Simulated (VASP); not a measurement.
Here is a VASP 6.6.1 calculation.

Contents of INCAR:

```
SYSTEM = Ge
ALGO     = Normal         ! electronic algorithm
EDIFF    = 1E-7           ! SCF threshold, eV
ENCUT    = 520            ! plane-wave cutoff, eV
GGA      = PS             ! functional
ISIF     = 2              ! what is computed and relaxed
ISMEAR   = 0              ! smearing method
LASPH    = .TRUE.         ! aspherical terms in the spheres
LCHARG   = .TRUE.         ! write CHGCAR
LELF     = .TRUE.         ! ELF
LREAL    = .FALSE.        ! projectors in reciprocal space
LVHAR    = .TRUE.       
LWAVE    = .FALSE.        ! write WAVECAR
NBANDS   = 13             ! bands
NELM     = 60             ! most SCF steps
PREC     = Accurate       ! precision mode
SIGMA    = 0.15           ! smearing width, eV
```

Contents of KPOINTS:

```
k-points
0
G
  20 20 18
  0 0 0
```

Contents of POSCAR:

```
Ge
1.0
    1.3552345300     -2.6005160000      0.0000000000
    1.3552345300      2.6005160000      0.0000000000
    0.0000000000      0.0000000000      2.6982310000
Ge
1
Direct
    0.5000000000      0.5000000000      0.0000000000
```

Potentials or basis: VASP PAW PBE potentials, release 64 (Ge_d).

Command:

```sh
$ cat potpaw_PBE.64/Ge_d/POTCAR > POTCAR
$ mpirun -np 1 vasp_std > vasp.out
```

Estimate the pressure.

-2.0 GPa.

Predict the band gap on the k mesh.

zero (bands 7 and 8 overlap by 9.57 eV).

Stress tensor (GPa, compression positive):
```
 1.37  0.00  0.00
 0.00 -3.13  0.00
 0.00  0.00 -4.32
```

Caveat: the cell differs from its parent crystal (strain -0.0300 x Voigt [1, 0, 0, 0, 0, 0]); the stress differs along the axes, from -4 to 1 GPa; the PAW data sets were made with another functional, which shifts forces and pressure a little.
